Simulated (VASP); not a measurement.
**Ti3S2: single point with PBEsol+U**

The system is Ti3S2.

```xyz
5
Lattice="2.7131 1.5664 3.2376 -2.7131 1.5664 3.2376 0.0000 -3.1328 3.2376" Properties=species:S:1:pos:R:3 pbc="T T T"
Ti   -0.9107   -1.5555    3.2376
Ti    1.8024   -0.0109    3.2376
Ti   -0.8918    1.5664    3.2376
S     0.0000    0.0000    1.6302
S     0.0000    0.0000    8.0827
```

```json
{
 "Program": "VASP 6.6.1",
 "Task": "single point",
 "Functional": "PBEsol",
 "Potentials or basis": "VASP PAW PBE potentials, release 64 (Ti_sv, S)",
 "Cutoff": "520 eV",
 "k mesh": "6 × 6 × 6",
 "Occupations": "fermi-dirac, width 0.05 eV",
 "Spin": "no spin polarisation",
 "Hubbard terms": "Ti d U = 8.0 eV"
}
```

```yaml
Pressure: 8.4 GPa
Largest_force: 0.299 eV/Å
Band_gap_on_the_k_mesh: zero (bands 24 and 25 overlap by 0.27 eV)
```

Forces in eV/Å, atoms in the order of the input:
```
Ti  -0.149  0.259  0.000
Ti  -0.149 -0.259  0.000
Ti   0.299  0.000  0.000
S    0.000  0.000 -0.035
S    0.000  0.000  0.035
```

Stress tensor (GPa, compression positive):
```
7.68 0.00 0.00
0.00 7.68 0.00
0.00 0.00 9.99
```

Levels at points of the mesh, in eV from the Fermi level:
| k point | band 20 | band 21 | band 22 | band 23 | band 24 | band 25 | band 26 | band 27 | band 28 | band 29 |
| --- | --- | --- | --- | --- | --- | --- | --- | --- | --- | --- |
| (0.00, 0.00, 0.00) | -4.32 | -2.61 | -1.42 | -0.16 | -0.16 | 0.83 | 0.83 | 1.94 | 2.24 | 2.24 |
| (0.50, 0.00, 0.00) | -3.61 | -1.17 | -1.13 | -0.67 | -0.64 | -0.10 | 1.30 | 1.68 | 1.84 | 2.10 |
| (0.50, 0.50, 0.00) | -3.64 | -1.55 | -1.06 | -0.92 | -0.31 | 0.26 | 0.99 | 1.69 | 1.80 | 2.01 |
| (0.50, 0.50, 0.50) | -4.52 | -1.06 | -0.11 | -0.11 | -0.10 | 0.52 | 0.52 | 1.46 | 1.46 | 1.89 |

Eigenvalues of the final occupation matrices:
```
    site  spin  trace               eigenvalues
site 1 d     1   0.85  0.09 0.11 0.19 0.19 0.26
site 1 d     2   0.85  0.09 0.11 0.19 0.19 0.26
site 2 d     1   0.85  0.09 0.11 0.19 0.19 0.26
site 2 d     2   0.85  0.09 0.11 0.19 0.19 0.26
site 3 d     1   0.85  0.09 0.11 0.19 0.19 0.26
site 3 d     2   0.85  0.09 0.11 0.19 0.19 0.26
```

Run time: 2.8 min on 1 thread of AMD EPYC 7R13 (shared host), peak memory 0.21 GiB.

Caveat: the cell stands under pressure; the PAW data sets were made with another functional, which shifts forces and pressure a little; U without spin polarisation on a metal has little footing.
